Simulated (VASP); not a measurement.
# SrTiO3 (Cm) in VASP: single point with PBE

Aim: the single point of SrTiO3 with PBE.

Program: VASP 6.6.1. These are calculated values, not measurements. Logs are shortened: lines on timing, memory, paths and dates and some standing lists are left out, and cuts for length are marked.

### 1 The cell of the first run

It takes space group Cm (No. 8, monoclinic). Conventional cell: a = 7.857 Å, b = 7.893 Å, c = 5.555 Å, α = 90.00°, β = 135.00°, γ = 90.00°. Sr (site symmetry 1) has 12 O at 2.67 to 2.91 Å and 8 Ti at 3.35 to 3.47 Å within 3.5 Å. Ti (site symmetry m) has 6 O at 1.87 to 2.07 Å within 2.5 Å. Ti (site symmetry m) has 6 O at 1.87 to 2.07 Å within 2.5 Å. Within 2.6 Å of O (site symmetry 1) lie 2 Ti at 1.98 Å. Within 2.5 Å of O (site symmetry m) lie 2 Ti at 1.87 to 2.07 Å. Within 3.0 Å of O (site symmetry m) lie 2 Ti at 1.97 to 1.99 Å and 4 Sr at 2.67 to 2.91 Å and 8 O at 2.79 Å. O (site symmetry m) has 2 Ti at 1.87 to 2.07 Å within 2.5 Å. O (site symmetry m) has 2 Ti at 1.96 to 1.97 Å and 4 Sr at 2.67 to 2.91 Å and 8 O at 2.79 Å within 3.0 Å.

### 2 Single point, PBE

File INCAR:

```
SYSTEM = SrTiO3
ALGO = Normal ; EDIFF = 1E-6
ENCUT = 520 ; GGA = PE
ISIF = 2 ; ISMEAR = 0
LASPH = .TRUE. ; LCHARG = .FALSE.
LREAL = .FALSE. ; LWAVE = .FALSE.
NBANDS = 51 ; NELM = 100
PREC = Accurate ; SIGMA = 0.05
```

File KPOINTS:

```
k-points
0
G
  8 8 8
  0 0 0
```

File POSCAR:

```
SrTiO3
1.0
   -2.7777137596      2.7777137596      3.9464442078
    2.7777137596     -2.7777137596      3.9464442078
    2.7777137596      2.7777137596     -3.9464442078
Sr Ti O
2 2 6
Direct
    0.7500000000      0.2500000000      0.5000000000
    0.2500000000      0.7500000000      0.5000000000
    0.0137860341     -0.0115741176      0.0022119164
    0.5137860341      0.4884258824      0.0022119164
    0.2500000000      0.2500000000      0.0000000000
    0.7500000000      0.7500000000      0.0000000000
    0.7281949606      0.2281949606      0.9563899212
    0.2281949606      0.2718050394      0.5000000000
    0.2718050394      0.7718050394      0.0436100788
    0.7718050394      0.7281949606      0.5000000000
```

Potentials or basis: VASP PAW PBE potentials, release 64 (Sr_sv, Ti_sv, O).

Run with:

```sh
$ cat potpaw_PBE.64/Sr_sv/POTCAR potpaw_PBE.64/Ti_sv/POTCAR potpaw_PBE.64/O/POTCAR > POTCAR
$ mpirun -np 1 vasp_std > vasp.out
```

OUTCAR:

```text
SYSTEM = SrTiO3
   EDIFF = 1E-6
   ENCUT = 520
   GGA = PE
   ISIF = 2
   ISMEAR = 0
   LASPH = .TRUE.
   LREAL = .FALSE.
   NELM = 100
   PREC = Accurate

 ion  position               nearest neighbor table
   1  0.750  0.250  0.500-   8 2.67   9 2.67  10 2.67   7 2.67   5 2.78   6 2.78   6 2.78   5 2.78
                             9 2.91   8 2.91  10 2.91   7 2.91   3 3.35   4 3.35   4 3.36   3 3.36
   2  0.250  0.750  0.500-   7 2.67   8 2.67  10 2.67   9 2.67   5 2.78   6 2.78   5 2.78   6 2.78
                            10 2.91   8 2.91   7 2.91   9 2.91   4 3.35   3 3.35   3 3.36   4 3.36
   3  0.014  0.988  0.002-   9 1.87  10 1.97   8 1.97   5 1.98   6 1.98   7 2.07   1 3.35   2 3.35
                             2 3.36   1 3.36   2 3.46   1 3.46   1 3.47   2 3.47
   4  0.514  0.488  0.002-   7 1.87  10 1.96   6 1.98   5 1.98   8 1.99   9 2.07   2 3.35   1 3.35
                             1 3.36   2 3.36   1 3.46   2 3.46   2 3.47   1 3.47
   5  0.250  0.250  0.000-   3 1.98   4 1.98   1 2.78   2 2.78   2 2.78   1 2.78
   6  0.750  0.750  0.000-   4 1.98   3 1.98   1 2.78   2 2.78   1 2.78   2 2.78
   7  0.728  0.228  0.956-   4 1.87   3 2.07   2 2.67   1 2.67   2 2.91   1 2.91
   8  0.228  0.272  0.500-   3 1.97   4 1.99   2 2.67   1 2.67   1 2.91   2 2.91
   9  0.272  0.772  0.044-   3 1.87   4 2.07   1 2.67   2 2.67   1 2.91   2 2.91
  10  0.772  0.728  0.500-   4 1.96   3 1.97   2 2.67   1 2.67   1 2.91   2 2.91

  LATTYP: Found a body centered tetragonal cell.
 ALAT       =     5.5554275192
 C/A-ratio  =     1.4207526582

  Lattice vectors:

 A1 = (  -2.7777137596,   2.7777137596,   3.9464442078)
 A2 = (   2.7777137596,  -2.7777137596,   3.9464442078)
 A3 = (   2.7777137596,   2.7777137596,  -3.9464442078)

Analysis of symmetry for initial positions (statically):
=====================================================================
 Subroutine PRICEL returns:
 Original cell was already a primitive cell.

 Routine SETGRP: Setting up the symmetry group for a
 body centered tetragonal supercell.

 Subroutine GETGRP returns: Found  2 space group operations
 (whereof  2 operations were pure point group operations)
 out of a pool of 16 trial point group operations.

The static configuration has the point symmetry C_1h.

Analysis of symmetry for dynamics (positions and initial velocities):
=====================================================================
 Subroutine PRICEL returns:
 Original cell was already a primitive cell.

 Routine SETGRP: Setting up the symmetry group for a
 body centered tetragonal supercell.

 Subroutine GETGRP returns: Found  2 space group operations
 (whereof  2 operations were pure point group operations)
 out of a pool of 16 trial point group operations.

The dynamic configuration has the point symmetry C_1h.

 Subroutine INISYM returns: Found  2 space group operations
 (whereof  2 operations are pure point group operations),
 and found     1 'primitive' translations

----------------------------------------------------------------------------------------

                                     Primitive cell

  volume of cell :     121.7982

  direct lattice vectors                    reciprocal lattice vectors
    -2.777713760  2.777713760  3.946444208     0.000000000  0.180004148  0.126696331
     2.777713760 -2.777713760  3.946444208     0.180004148  0.000000000  0.126696331
     2.777713760  2.777713760 -3.946444208     0.180004148  0.180004148  0.000000000

  length of vectors
     5.568286033  5.568286033  5.568286033     0.220121452  0.220121452  0.254564308

  position of ions in fractional coordinates (direct lattice)
     0.750000000  0.250000000  0.500000000
     0.250000000  0.750000000  0.500000000
     0.013786034  0.988425882  0.002211916
     0.513786034  0.488425882  0.002211916
     0.250000000  0.250000000  0.000000000
     0.750000000  0.750000000  0.000000000
     0.728194961  0.228194961  0.956389921
     0.228194961  0.271805039  0.500000000
     0.271805039  0.771805039  0.043610079
     0.771805039  0.728194961  0.500000000

  ion indices of the primitive-cell ions
   primitive index   ion index
                 1           1
                 2           2
                 3           3
                 4           4
                 5           5
                 6           6
                 7           7
                 8           8
                 9           9
                10          10

----------------------------------------------------------------------------------------

 KPOINTS: k-points

Automatic generation of k-mesh.
 Grid dimensions read from file:
 generate k-points for:    8    8    8

 Generating k-lattice:

  Cartesian coordinates                     Fractional coordinates (reciprocal lattice)
     0.000000000  0.022500519  0.015837041     0.125000000 -0.000000000  0.000000000
     0.022500519  0.000000000  0.015837041    -0.000000000  0.125000000  0.000000000
     0.022500519  0.022500519  0.000000000     0.000000000  0.000000000  0.125000000

  Length of vectors
     0.027515182  0.027515182  0.031820539

  Shift w.r.t. Gamma in fractional coordinates (k-lattice)
     0.000000000  0.000000000  0.000000000

 Subroutine IBZKPT returns following result:
 ===========================================

 Found    150 irreducible k-points:

 Following reciprocal coordinates:
            Coordinates               Weight
  0.000000  0.000000  0.000000      1.000000
  0.125000 -0.000000  0.000000      4.000000
 -0.000000  0.125000  0.000000      4.000000
  0.250000 -0.000000  0.000000      4.000000
 -0.000000  0.250000  0.000000      4.000000
  0.375000 -0.000000  0.000000      4.000000
[... 16 lines left out ...]
  0.375000 -0.000000  0.125000      4.000000
 -0.375000  0.125000 -0.000000      4.000000
 [... further k-points ...]
   k-points           NKPTS =    150   k-points in BZ     NKDIM =    150   number of bands    NBANDS=     51
   number of dos      NEDOS =    301   number of ions     NIONS =     10
   total plane-waves  NPLWV =  74088
   dimension x,y,z NGX =    42 NGY =   42 NGZ =   42
   dimension x,y,z NGXF=    84 NGYF=   84 NGZF=   84
   ions per type =               2   2   6
   NGX,Y,Z   is equivalent  to a cutoff of  12.54, 12.54, 12.54 a.u.
   NGXF,Y,Z  is equivalent  to a cutoff of  25.08, 25.08, 25.08 a.u.
 SYSTEM =  SrTiO3
   PREC   = accura    normal or accurate (medium, high low for compatibility)
   ISTART =      0    job   : 0-new  1-cont  2-samecut
   ICHARG =      2    charge: 1-file 2-atom 10-const
   ISPIN  =      1    spin polarized calculation?
   LNONCOLLINEAR =      F non collinear calculations
   LSORBIT =      F    spin-orbit coupling
   LASPH  =      T    aspherical Exc in radial PAW
   ENCUT  =  520.0 eV  38.22 Ry    6.18 a.u.  10.35 10.35 10.35*2*pi/ulx,y,z
   NELM   =    100;   NELMIN=  2; NELMDL= -5     # of ELM steps
   EDIFF  = 0.1E-05   stopping-criterion for ELM
   LREAL  =      F    real-space projection
   EDIFFG = 0.1E-04   stopping-criterion for IOM
   NSW    =      0    number of steps for IOM
   IBRION =     -1    ionic relax: 0-MD 1-quasi-New 2-CG
   NFREE  =      0    steps in history (QN), initial steepest desc. (CG)
   ISIF   =      2    stress and relaxation
   ISYM   =      2    0-nonsym 1-usesym 2-fastsym
   POTIM  = 0.5000    time-step for ionic-motion
   TEBEG  =    0.0;   TEEND  =   0.0 temperature during run
   PSTRESS=    0.0 pullay stress
   NELECT =      80.0000    total number of electrons
   NUPDOWN=      -1.0000    fix difference up-down
   EMIN   =  10.00;   EMAX   =-10.00  energy-range for DOS
   EFERMI =   0.00;   METHOD = LEGACY
   ISMEAR =     0;   SIGMA  =   0.05  broadening in eV -4-tet -1-fermi 0-gaus
   EFERMI_NEDOS =   21; number of points for ismear=-14 and -15
   IALGO  =     38    algorithm
   IMIX   =      4    mixing-type and parameters
     AMIX     =   0.40;   BMIX     =  1.00
     AMIX_MAG =   1.60;   BMIX_MAG =  1.00
  volume/ion in A,a.u.               =      12.18        82.19
  Fermi-wavevector in a.u.,A,eV,Ry     =   1.423064  2.689202 27.553320  2.025112
  Thomas-Fermi vector in A             =   2.543702
   LORBIT       =      0    0 simple, 1 ext, 2 COOP (PROOUT), +10 PAW based schemes
   GGA     = PE    functional components
   LHFCALC =     F    Hartree Fock is set to
   AEXX    =    0.0000 exact exchange contribution
   IVDW    =     0    specifies the selected vdW correction
   LEPSILON=     F    determine dielectric tensor
   LRPA    =     F    only Hartree local field effects (RPA)
 non-spin polarized calculation
 Gauss-broadening in eV      SIGMA  =   0.05
  energy-cutoff  :      520.00
  volume of cell :      121.80
 maximum number of plane-waves:      3295
 NGX is ok and might be reduce to    42
   NGX = 21   NGY = 21   NGZ = 21

 number of electron      80.0000028 magnetization

 Free energy of the ion-electron system (eV)
  ---------------------------------------------------
  ext. energy  EPLUGINS =         0.00000000
  ---------------------------------------------------
  free energy    TOTEN  =       -80.19284371 eV

  energy without entropy =      -80.19284371  energy(sigma->0) =      -80.19284371

 E-fermi :   4.1482     XC(G=0): -11.1499

 val. band max:        3.9296339256   @ k =   0.0000   0.0000   0.0000
 cond. band min:       5.8308446968   @ k =   0.0000   0.0000   0.0000
 fundamental gap:      1.9012107711
 Fermi energy:         4.1482339532

 k-point     1 :       0.0000    0.0000    0.0000
  band No.  band energies     occupation
      1     -52.5631      2.00000
      2     -52.5591      2.00000
      3     -28.8778      2.00000
      4     -28.8498      2.00000
      5     -28.8485      2.00000
      6     -28.8378      2.00000
[... 43 lines left out ...]
     50       9.6152      0.00000
     51      10.0543      0.00000

 k-point     2 :       0.1250   -0.0000    0.0000
  band No.  band energies     occupation
      1     -52.5630      2.00000
      2     -52.5593      2.00000
      3     -28.8759      2.00000
      4     -28.8532      2.00000
      5     -28.8482      2.00000
      6     -28.8466      2.00000
[... 1180 lines left out ...]
 k-point    24 :      -0.3750    0.1250   -0.0000
  band No.  band energies     occupation
      1     -52.5621      2.00000
      2     -52.5602      2.00000
      3     -28.9015      2.00000
      4     -28.8618      2.00000
      5     -28.8464      2.00000
      6     -28.8421      2.00000
[... 43 lines left out ...]
     50      10.6247      0.00000
     51      10.8514      0.00000

 [... further k-points ...]
[... 5 lines left out ...]
  --------------------------------------------------------------------------------------
  -------------------------------------------------------------------------------------
  Total        1.0699946      1.1330359      0.5545120     -0.5432170      0.0000000      0.0000000
  in kB       14.0750912     14.9043597      7.2942491     -7.1456703      0.0000000      0.0000000
  external PRESSURE =      12.0912333 kB  Pullay stress =       0.0000000 kB

 VOLUME and BASIS-vectors are now :
 -----------------------------------------------------------------------------
  energy-cutoff  :      520.00
  volume of cell :      121.80
      direct lattice vectors                 reciprocal lattice vectors
    -2.777713760  2.777713760  3.946444208     0.000000000  0.180004148  0.126696331
     2.777713760 -2.777713760  3.946444208     0.180004148  0.000000000  0.126696331
     2.777713760  2.777713760 -3.946444208     0.180004148  0.180004148  0.000000000

 POSITION                                       TOTAL-FORCE (eV/Angst)
 -----------------------------------------------------------------------------------
      0.00000      2.77771      1.97322        -0.186621      0.222723      0.012569
      2.77771      0.00000      1.97322        -0.186621      0.222723     -0.012569
      2.71341     -2.70113      3.94644         0.372957     -0.097050      0.000000
     -0.06430      0.07659      3.94644         0.045229     -0.361657     -0.000000
      0.00000      0.00000      1.97322        -0.026614      0.028931     -0.000048
      0.00000      0.00000      5.91967        -0.026614      0.028931      0.000048
      1.26772      4.04543      0.00000         0.039871     -0.049369     -0.000000
      1.50999      1.26772      0.00000        -0.042652      0.013246     -0.000000
      1.50999     -1.26772      3.94644         0.043518     -0.027846     -0.000000
      1.26772      1.50999      3.94644        -0.032453      0.019370     -0.000000
 -----------------------------------------------------------------------------------
    total drift:                                0.000094     -0.000730     -0.000001

  FREE ENERGIE OF THE ION-ELECTRON SYSTEM (eV)
  ---------------------------------------------------
  free  energy   TOTEN  =       -80.1928437077 eV

  energy  without entropy=      -80.1928437077  energy(sigma->0) =      -80.19284371
```

Wall time 35 min (1 thread of Oxide Virtual Turin-like, shared host); peak memory 0.76 GiB.

What came out:

```yaml
Free_energy: -80.1928 eV
Pressure: 1.2 GPa
Largest_force: 0.385 eV/Å
Band_gap_on_the_k_mesh: 1.90 eV
```

Forces in eV/Å, atoms in the order of the input:
```
Sr  -0.187  0.223  0.013
Sr  -0.187  0.223 -0.013
Ti   0.373 -0.097  0.000
Ti   0.045 -0.362  0.000
O   -0.027  0.029  0.000
O   -0.027  0.029  0.000
O    0.040 -0.049  0.000
O   -0.043  0.013  0.000
O    0.044 -0.028  0.000
O   -0.032  0.019  0.000
```

Stress tensor (GPa, compression positive):
```
 1.41 -0.71  0.00
-0.71  1.49  0.00
 0.00  0.00  0.73
```

Caveat: the cell differs from its parent crystal (all Ti atoms moved -0.100 Å, as atom 3 towards its neighbour atom 7 (O) at 1.972 Å). A k mesh can miss the band edges.
